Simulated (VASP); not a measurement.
# LiBr (Fm-3m) in VASP: a series of runs, part 2 of 2

VASP 6.6.1. Earlier steps stand in the parts before.

**3. Single point, PBE**

This run uses another cell than the first one, of 20.92 Å³/atom, 0.943 times its volume.

File INCAR:

```
SYSTEM = LiBr
PREC = Accurate
ENCUT = 750
EDIFF = 1E-6
ISMEAR = 0
SIGMA = 0.02
LREAL = .FALSE.
LASPH = .TRUE.
NELM = 120
ALGO = Normal
ISIF = 2
LWAVE = .FALSE.
LCHARG = .FALSE.
GGA = PE
NBANDS = 12
GGA_COMPAT = .FALSE.
```

File KPOINTS:

```
Automatic mesh
0
G
  8 8 8
  0 0 0
```

File POSCAR:

```
LiBr
1.0
    0.0000000000      2.7554039787      2.7554039787
    2.7554039787      0.0000000000      2.7554039787
    2.7554039787      2.7554039787      0.0000000000
Li Br
1 1
Direct
    0.0000000000      0.0000000000      0.0000000000
    0.5000000000      0.5000000000      0.5000000000
```

Potentials or basis: VASP PAW PBE potentials, release 64 (Li_sv, Br).

On the command line:

```
$ cat potpaw_PBE.64/Li_sv/POTCAR potpaw_PBE.64/Br/POTCAR > POTCAR
$ mpirun -np 1 vasp_std > vasp.out
```

It took 38 s on 1 thread of Intel Xeon 8259CL, shared host; peak memory 0.21 GiB.

The run converged. Its results:

```
Free energy            : -6.6415 eV
Pressure               : 0.0 GPa
Band gap on the k mesh : 4.92 eV, direct
```

Levels at points of the mesh, in eV from the valence-band top:
```csv
k point,band 2,band 3,band 4,band 5,band 6,band 7,band 8,band 9
"(0.00, 0.00, 0.00)",-13.41,0.00,0.00,0.00,4.92,10.50,10.50,10.50
"(0.50, 0.00, 0.00)",-12.95,-2.85,-0.26,-0.26,5.62,8.10,8.10,11.70
"(0.50, 0.50, 0.00)",-12.76,-2.85,-1.13,-1.13,6.24,7.12,11.58,12.40
```

**4. Relaxation of cell and atoms, PBE**

This run uses another cell than the first one, of 20.81 Å³/atom, 0.939 times its volume.

File INCAR:

```
SYSTEM = LiBr
PREC = Accurate
ENCUT = 750
EDIFF = 1E-7
ISMEAR = 0
SIGMA = 0.02
LREAL = .FALSE.
LASPH = .TRUE.
NELM = 120
ALGO = Normal
ISIF = 3
LWAVE = .FALSE.
LCHARG = .FALSE.
GGA = PE
IBRION = 2
NSW = 100
EDIFFG = -0.005
GGA_COMPAT = .FALSE.
NELMIN = 4
```

File KPOINTS:

```
regular mesh
0
G
  8 8 8
  0 0 0
```

File POSCAR:

```
LiBr
1.0
    0.0000000000      2.7506500000      2.7506500000
    2.7506500000      0.0000000000      2.7506500000
    2.7506500000      2.7506500000      0.0000000000
Li Br
1 1
Direct
    0.0000000000      0.0000000000      0.0000000000
    0.5000000000      0.5000000000      0.5000000000
```

Potentials or basis: VASP PAW PBE potentials, release 64 (Li_sv, Br).

On the command line:

```
$ cat potpaw_PBE.64/Li_sv/POTCAR potpaw_PBE.64/Br/POTCAR > POTCAR
$ mpirun -np 1 vasp_std > vasp.out
```

OUTCAR:

```text
SYSTEM = LiBr
   PREC = Accurate
   ENCUT = 750
   EDIFF = 1E-7
   ISMEAR = 0
   LREAL = .FALSE.
   LASPH = .TRUE.
   NELM = 120
   ISIF = 3
   GGA = PE
   IBRION = 2
   NSW = 100
   EDIFFG = -0.005
   NELMIN = 4

 ion  position               nearest neighbor table
   1  0.000  0.000  0.000-
   2  0.500  0.500  0.500-

  LATTYP: Found a face centered cubic cell.
 ALAT       =     5.5013000000

  Lattice vectors:

 A1 = (   0.0000000000,   2.7506500000,   2.7506500000)
 A2 = (   2.7506500000,   0.0000000000,   2.7506500000)
 A3 = (   2.7506500000,   2.7506500000,   0.0000000000)

Analysis of symmetry for initial positions (statically):
=====================================================================
 Subroutine PRICEL returns:
 Original cell was already a primitive cell.

 Routine SETGRP: Setting up the symmetry group for a
 face centered cubic supercell.

[... 216 lines left out ...]
 cond. band min:       5.2341845000   @ k =   0.0000   0.0000   0.0000
 fundamental gap:      4.9346407858
 Fermi energy:         0.4075372209

 k-point     1 :       0.0000    0.0000    0.0000
  band No.  band energies     occupation
      1     -44.0999      2.00000
      2     -13.1269      2.00000
      3       0.2995      2.00000
      4       0.2995      2.00000
      5       0.2995      2.00000
      6       5.2342      0.00000
      7      10.7987      0.00000
      8      10.7987      0.00000
      9      10.7987      0.00000
[... 265 lines left out ...]
 k-point    24 :      -0.3750    0.2500    0.1250
  band No.  band energies     occupation
      1     -44.0988      2.00000
      2     -12.5677      2.00000
      3      -2.2887      2.00000
      4      -1.0356      2.00000
      5      -0.3052      2.00000
      6       7.3529      0.00000
      7       8.1776      0.00000
      8       9.5080      0.00000
      9      10.9639      0.00000

 [... further k-points ...]

------------------------ aborting loop because EDIFF is reached ----------------------------------------

  FORCE on cell =-STRESS in cart. coord.  units (eV):
  Direction    XX          YY          ZZ          XY          YZ          ZX
  --------------------------------------------------------------------------------------
  -------------------------------------------------------------------------------------
  Total        0.0094623      0.0094623      0.0094623      0.0000000      0.0000000      0.0000000
  in kB        0.3636387      0.3636387      0.3636387      0.0000000      0.0000000      0.0000000
  external PRESSURE =       0.3636387 kB  Pullay stress =       0.0000000 kB

 VOLUME and BASIS-vectors are now :
 -----------------------------------------------------------------------------
  energy-cutoff  :      750.00
  volume of cell :       41.69
      direct lattice vectors                 reciprocal lattice vectors
     0.000000000  2.752133570  2.752133570    -0.181677229  0.181677229  0.181677229
     2.752133570 -0.000000000  2.752133570     0.181677229 -0.181677229  0.181677229
     2.752133570  2.752133570  0.000000000     0.181677229  0.181677229 -0.181677229

 POSITION                                       TOTAL-FORCE (eV/Angst)
 -----------------------------------------------------------------------------------
      2.75213      2.75213      0.00000        -0.000000     -0.000000     -0.000000
      2.75213      2.75213      2.75213         0.000000      0.000000      0.000000
 -----------------------------------------------------------------------------------
    total drift:                                0.000000      0.000000      0.000000

  FREE ENERGIE OF THE ION-ELECTRON SYSTEM (eV)
  ---------------------------------------------------
  free  energy   TOTEN  =        -6.6414652238 eV

  energy  without entropy=       -6.6414652238  energy(sigma->0) =       -6.64146522

 reached required accuracy - stopping structural energy minimisation
```

CONTCAR:

```text
LiBr
   1.00000000000000
     0.0000000000000000    2.7521335698975617    2.7521335698975617
     2.7521335698975617   -0.0000000000000000    2.7521335698975617
     2.7521335698975617    2.7521335698975617    0.0000000000000000
  Li              Br
     1     1
Direct
     0.0000000000000000    0.0000000000000000    1.0000000000000000
     0.5000000000000000    0.5000000000000000    0.5000000000000000

  0.00000000E+00  0.00000000E+00  0.00000000E+00
  0.00000000E+00  0.00000000E+00  0.00000000E+00
```

It took 49 s on 1 thread of Intel Xeon 8259CL, shared host; peak memory 0.22 GiB.

Results:

| Property | Result |
| --- | --- |
| Free energy | -6.6415 eV |
| Relaxed volume | 20.85 Å³/atom |
| Relaxed cell | a = 3.892 Å, b = 3.892 Å, c = 3.892 Å, α = 60.00°, β = 60.00°, γ = 60.00° |
| Space group after relaxing (to 0.05 Å) | Fm-3m (No. 225) |
| Energy gained by relaxing | 0.0 meV/atom |
| Ionic steps | 2 |
| Pressure after relaxing | 0.0 GPa |
| Band gap on the k mesh | 4.93 eV, direct |

Final structure:
```
CELL_PARAMETERS angstrom
0.00000 2.75213 2.75213
2.75213 0.00000 2.75213
2.75213 2.75213 0.00000
ATOMIC_POSITIONS crystal
Li 0.00000 0.00000 0.00000
Br 0.50000 0.50000 0.50000
```

Levels at points of the mesh, in eV from the valence-band top:
| k point | band 3 | band 4 | band 5 | band 6 | band 7 | band 8 |
| --- | --- | --- | --- | --- | --- | --- |
| (0.00, 0.00, 0.00) | 0.00 | 0.00 | 0.00 | 4.93 | 10.50 | 10.50 |
| (0.50, 0.00, 0.00) | -2.87 | -0.26 | -0.26 | 5.62 | 8.11 | 8.11 |
| (0.50, 0.50, 0.00) | -2.87 | -1.13 | -1.13 | 6.24 | 7.12 | 11.61 |

As with any semilocal functional, this PBE gap is likely too small.

**5. Overview**

| task | cell | gap on the mesh (eV) | pressure (GPa) |
| --- | --- | --- | --- |
| single point | a = 3.973 Å, angles 60.0°, 2 atoms | 4.68 | -1.4 |
| single point | a = 3.897 Å, angles 60.0°, 2 atoms | 4.92 | 0.0 |
| relaxation of cell and atoms | relaxed from a = 3.890 Å, angles 60.0°, 2 atoms | 4.93 | 0.0 |

Alike in all rows: level PBE; potentials or basis VASP PAW PBE potentials, release 64 (Li_sv, Br); no spin polarisation; k mesh 8 × 8 × 8; cutoff (eV) 750; smearing gaussian 0.02 eV.

Absolute energies hang on the potentials; compare differences alone.
